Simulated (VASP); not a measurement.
# GaSb (Immm) in VASP: settings compared, part 3 of 3

VASP 6.6.1.

## Step 6: Single point, LDA

This run uses another cell than the first one, of 23.12 Å³/atom, 0.960 times its volume.

File INCAR:

```
ALGO = Normal ; EDIFF = 1E-7
ENCUT = 520 ; ISIF = 2
ISMEAR = -1 ; LASPH = True
LCHARG = False ; LREAL = False
LWAVE = False ; NBANDS = 16
NELM = 60 ; PREC = Accurate
SIGMA = 0.05
```

File KPOINTS:

```
k-points
0
Gamma
  10 10 10
```

File POSCAR:

```
GaSb
1.0
   -1.5348727331      2.6388498790      2.8542093822
    1.5348727331     -2.6388498790      2.8542093822
    1.5348727331      2.6388498790     -2.8542093822
Sb Ga
1 1
Direct
    0.5000000000      0.5000000000      0.0000000000
    0.0000000000      0.0000000000      0.0000000000
```

Potentials or basis: VASP PAW LDA potentials, release 64 (Sb, Ga_d).

Run with:

```console
$ cat potpaw_LDA.64/Sb/POTCAR potpaw_LDA.64/Ga_d/POTCAR > POTCAR
$ mpirun -np 1 vasp_std > vasp.out
```

OUTCAR:

```text
EDIFF = 1E-7
   ENCUT = 520
   ISIF = 2
   ISMEAR = -1
   LASPH = True
   LREAL = False
   NELM = 60
   PREC = Accurate

 ion  position               nearest neighbor table
   1  0.500  0.500  0.000-   2 2.85   2 2.85   2 3.05   2 3.05   2 3.05   2 3.05
   2  0.000  0.000  0.000-   1 2.85   1 2.85   1 3.05   1 3.05   1 3.05   1 3.05

  LATTYP: Found a body centered orthorhombic cell.
 ALAT       =     3.0697454662
 B/A-ratio  =     1.7192629865
 C/A-ratio  =     1.8595739703

  Lattice vectors:

 A1 = (  -1.5348727331,   2.6388498790,   2.8542093822)
 A2 = (   1.5348727331,  -2.6388498790,   2.8542093822)
 A3 = (   1.5348727331,   2.6388498790,  -2.8542093822)

Analysis of symmetry for initial positions (statically):
=====================================================================
 Subroutine PRICEL returns:
 Original cell was already a primitive cell.

 Routine SETGRP: Setting up the symmetry group for a
 body centered orthorhombic supercell.

 Subroutine GETGRP returns: Found  8 space group operations
 (whereof  8 operations were pure point group operations)
 out of a pool of  8 trial point group operations.

The static configuration has the point symmetry D_2h.

Analysis of symmetry for dynamics (positions and initial velocities):
=====================================================================
 Subroutine PRICEL returns:
 Original cell was already a primitive cell.

 Routine SETGRP: Setting up the symmetry group for a
 body centered orthorhombic supercell.

 Subroutine GETGRP returns: Found  8 space group operations
 (whereof  8 operations were pure point group operations)
 out of a pool of  8 trial point group operations.

The dynamic configuration has the point symmetry D_2h.

 Subroutine INISYM returns: Found  8 space group operations
 (whereof  8 operations are pure point group operations),
 and found     1 'primitive' translations

----------------------------------------------------------------------------------------

                                     Primitive cell

  volume of cell :      46.2416

  direct lattice vectors                    reciprocal lattice vectors
    -1.534872733  2.638849879  2.854209382     0.000000000  0.189476485  0.175179860
     1.534872733 -2.638849879  2.854209382     0.325759908  0.000000000  0.175179860
     1.534872733  2.638849879 -2.854209382     0.325759908  0.189476485  0.000000000

  length of vectors
     4.179219328  4.179219328  4.179219328     0.258049069  0.369874980  0.376856546

  position of ions in fractional coordinates (direct lattice)
     0.500000000  0.500000000  0.000000000
     0.000000000  0.000000000  0.000000000

  ion indices of the primitive-cell ions
   primitive index   ion index
                 1           1
                 2           2

----------------------------------------------------------------------------------------

 KPOINTS: k-points

Automatic generation of k-mesh.
 Grid dimensions read from file:
 generate k-points for:   10   10   10

 Generating k-lattice:

  Cartesian coordinates                     Fractional coordinates (reciprocal lattice)
     0.000000000  0.018947649  0.017517986     0.100000000  0.000000000  0.000000000
     0.032575991  0.000000000  0.017517986    -0.000000000  0.100000000  0.000000000
     0.032575991  0.018947649  0.000000000    -0.000000000  0.000000000  0.100000000

  Length of vectors
     0.025804907  0.036987498  0.037685655

  Shift w.r.t. Gamma in fractional coordinates (k-lattice)
     0.000000000  0.000000000  0.000000000

 Subroutine IBZKPT returns following result:
 ===========================================

 Found    171 irreducible k-points:

 Following reciprocal coordinates:
            Coordinates               Weight
  0.000000  0.000000  0.000000      1.000000
  0.100000  0.000000 -0.000000      4.000000
  0.200000  0.000000 -0.000000      4.000000
  0.300000  0.000000 -0.000000      4.000000
  0.400000  0.000000  0.000000      4.000000
  0.500000  0.000000  0.000000      2.000000
[... 16 lines left out ...]
 -0.400000  0.200000  0.000000      8.000000
 -0.300000  0.200000  0.000000      8.000000
 [... further k-points ...]
   k-points           NKPTS =    171   k-points in BZ     NKDIM =    171   number of bands    NBANDS=     16
   number of dos      NEDOS =    301   number of ions     NIONS =      2
   total plane-waves  NPLWV =  32768
   dimension x,y,z NGX =    32 NGY =   32 NGZ =   32
   dimension x,y,z NGXF=    64 NGYF=   64 NGZF=   64
   ions per type =               1   1
   NGX,Y,Z   is equivalent  to a cutoff of  12.73, 12.73, 12.73 a.u.
   NGXF,Y,Z  is equivalent  to a cutoff of  25.46, 25.46, 25.46 a.u.
 SYSTEM =  unknown system
   PREC   = accura    normal or accurate (medium, high low for compatibility)
   ISTART =      0    job   : 0-new  1-cont  2-samecut
   ICHARG =      2    charge: 1-file 2-atom 10-const
   ISPIN  =      1    spin polarized calculation?
   LNONCOLLINEAR =      F non collinear calculations
   LSORBIT =      F    spin-orbit coupling
   LASPH  =      T    aspherical Exc in radial PAW
   ENCUT  =  520.0 eV  38.22 Ry    6.18 a.u.   7.77  7.77  7.77*2*pi/ulx,y,z
   NELM   =     60;   NELMIN=  2; NELMDL= -5     # of ELM steps
   EDIFF  = 0.1E-06   stopping-criterion for ELM
   LREAL  =      F    real-space projection
   EDIFFG = 0.1E-05   stopping-criterion for IOM
   NSW    =      0    number of steps for IOM
   IBRION =     -1    ionic relax: 0-MD 1-quasi-New 2-CG
   NFREE  =      0    steps in history (QN), initial steepest desc. (CG)
   ISIF   =      2    stress and relaxation
   ISYM   =      2    0-nonsym 1-usesym 2-fastsym
   POTIM  = 0.5000    time-step for ionic-motion
   TEBEG  =    0.0;   TEEND  =   0.0 temperature during run
   PSTRESS=    0.0 pullay stress
   NELECT =      18.0000    total number of electrons
   NUPDOWN=      -1.0000    fix difference up-down
   EMIN   =  10.00;   EMAX   =-10.00  energy-range for DOS
   EFERMI =   0.00;   METHOD = LEGACY
   ISMEAR =    -1;   SIGMA  =   0.05  broadening in eV -4-tet -1-fermi 0-gaus
   EFERMI_NEDOS =   21; number of points for ismear=-14 and -15
   IALGO  =     38    algorithm
   IMIX   =      4    mixing-type and parameters
     AMIX     =   0.40;   BMIX     =  1.00
     AMIX_MAG =   1.60;   BMIX_MAG =  1.00
  volume/ion in A,a.u.               =      23.12       156.03
  Fermi-wavevector in a.u.,A,eV,Ry     =   1.195331  2.258847 19.440212  1.428815
  Thomas-Fermi vector in A             =   2.331299
   LORBIT       =      0    0 simple, 1 ext, 2 COOP (PROOUT), +10 PAW based schemes
   GGA     = CA    functional components
   LHFCALC =     F    Hartree Fock is set to
   AEXX    =    0.0000 exact exchange contribution
   IVDW    =     0    specifies the selected vdW correction
   LEPSILON=     F    determine dielectric tensor
   LRPA    =     F    only Hartree local field effects (RPA)
 non-spin polarized calculation
  energy-cutoff  :      520.00
  volume of cell :       46.24
 maximum number of plane-waves:      1268
   NGX = 15   NGY = 15   NGZ = 15

 number of electron      18.0000002 magnetization

 Free energy of the ion-electron system (eV)
  ---------------------------------------------------
  ext. energy  EPLUGINS =         0.00000000
  ---------------------------------------------------
  free energy    TOTEN  =        -8.35216167 eV

  energy without entropy =       -8.34702529  energy(sigma->0) =       -8.34959348

 E-fermi :   6.8456     XC(G=0): -10.6567

 val. band max:        6.8344711752   @ k =  -0.3000  -0.2000   0.1000
 cond. band min:       6.8484393228   @ k =  -0.4000  -0.4000   0.1000
 fundamental gap:      0.0139681475
 Fermi energy:         6.8455820248

 k-point     1 :       0.0000    0.0000    0.0000
  band No.  band energies     occupation
      1      -8.1897      2.00000
      2      -8.0902      2.00000
      3      -8.0878      2.00000
      4      -8.0646      2.00000
      5      -8.0302      2.00000
      6      -5.4202      2.00000
[... 8 lines left out ...]
     15      16.0326      0.00000
     16      17.2420      0.00000
[... 419 lines left out ...]
 k-point    24 :      -0.3000    0.2000    0.0000
  band No.  band energies     occupation
      1      -8.1306      2.00000
      2      -8.1049      2.00000
      3      -8.0885      2.00000
      4      -8.0773      2.00000
      5      -8.0525      2.00000
      6      -4.3088      2.00000
[... 8 lines left out ...]
     15      14.7664      0.00000
     16      16.2136      0.00000

 [... further k-points ...]
[... 5 lines left out ...]
  --------------------------------------------------------------------------------------
  -------------------------------------------------------------------------------------
  Total       -0.3151802     -0.7915743     -0.9280178     -0.0000000      0.0000000      0.0000000
  in kB      -10.9203512    -27.4264356    -32.1539269     -0.0000000      0.0000000      0.0000000
  external PRESSURE =     -23.5002379 kB  Pullay stress =       0.0000000 kB

 VOLUME and BASIS-vectors are now :
 -----------------------------------------------------------------------------
  energy-cutoff  :      520.00
  volume of cell :       46.24
      direct lattice vectors                 reciprocal lattice vectors
    -1.534872733  2.638849879  2.854209382     0.000000000  0.189476485  0.175179860
     1.534872733 -2.638849879  2.854209382     0.325759908  0.000000000  0.175179860
     1.534872733  2.638849879 -2.854209382     0.325759908  0.189476485  0.000000000

 POSITION                                       TOTAL-FORCE (eV/Angst)
 -----------------------------------------------------------------------------------
      0.00000      0.00000      2.85421        -0.000000      0.000000      0.000000
      0.00000      0.00000      0.00000         0.000000     -0.000000      0.000000
 -----------------------------------------------------------------------------------
    total drift:                               -0.000000      0.000000      0.000000

  FREE ENERGIE OF THE ION-ELECTRON SYSTEM (eV)
  ---------------------------------------------------
  free  energy   TOTEN  =        -8.3521616685 eV

  energy  without entropy=       -8.3470252923  energy(sigma->0) =       -8.34959348
```

stdout:

```text
POSCAR found type information on POSCAR SbGa
 POSCAR found :  2 types and       2 ions
 scaLAPACK will be used
 LDA part: xc-table for (Slater(with rela. corr.)+CA(PZ))
 , standard interpolation
 POSCAR, INCAR and KPOINTS ok, starting setup
 FFT: planning ... GRIDC
 FFT: planning ... GRID_SOFT
 FFT: planning ... GRID
 WAVECAR not read
 entering main loop
```

Wall time 1.9 min (1 thread of Intel Xeon Platinum 8488C (Sapphire Rapids), shared host); peak memory 0.25 GiB.

Results:

```
Free energy            : -8.3522 eV
Pressure               : -2.4 GPa
Band gap on the k mesh : zero (band 9 reaches 8.89 eV, above the bottom of band 10 at 4.21 eV)
```

Caveat: spin-orbit coupling is left out, which moves the levels of the heavy elements.

## Step 7: The runs side by side

| level | potentials or basis | cell | gap on the mesh (eV) | pressure (GPa) |
| --- | --- | --- | --- | --- |
| PBE | VASP PAW PBE potentials, release 64 (Sb, Ga_d) | a = 4.236 Å, angles 136.9, 101.7, 93.9°, 2 atoms | none | -0.1 |
| LDA | VASP PAW LDA potentials, release 64 (Sb, Ga_d) | a = 4.320 Å, angles 136.9, 101.7, 93.9°, 2 atoms | none | -6.7 |
| PBEsol | VASP PAW PBE potentials, release 64 (Sb, Ga_d) | a = 4.320 Å, angles 136.9, 101.7, 93.9°, 2 atoms | none | -5.5 |
| PBEsol | VASP PAW PBE potentials, release 64 (Sb, Ga_d) | a = 4.150 Å, angles 136.9, 101.7, 93.9°, 2 atoms | none | 0.3 |
| LDA | VASP PAW LDA potentials, release 64 (Sb, Ga_d) | a = 4.179 Å, angles 136.9, 101.7, 93.9°, 2 atoms | none | -2.4 |

Alike in all rows: task single point; no spin polarisation; k mesh 10 × 10 × 10; cutoff (eV) 520; smearing fermi-dirac 0.05 eV.

Caveats: spin-orbit coupling is left out, which moves the levels of the heavy elements; the PAW data sets were made with another functional, which shifts forces and pressure a little (some runs).

Absolute energies hang on the potentials; compare differences alone.
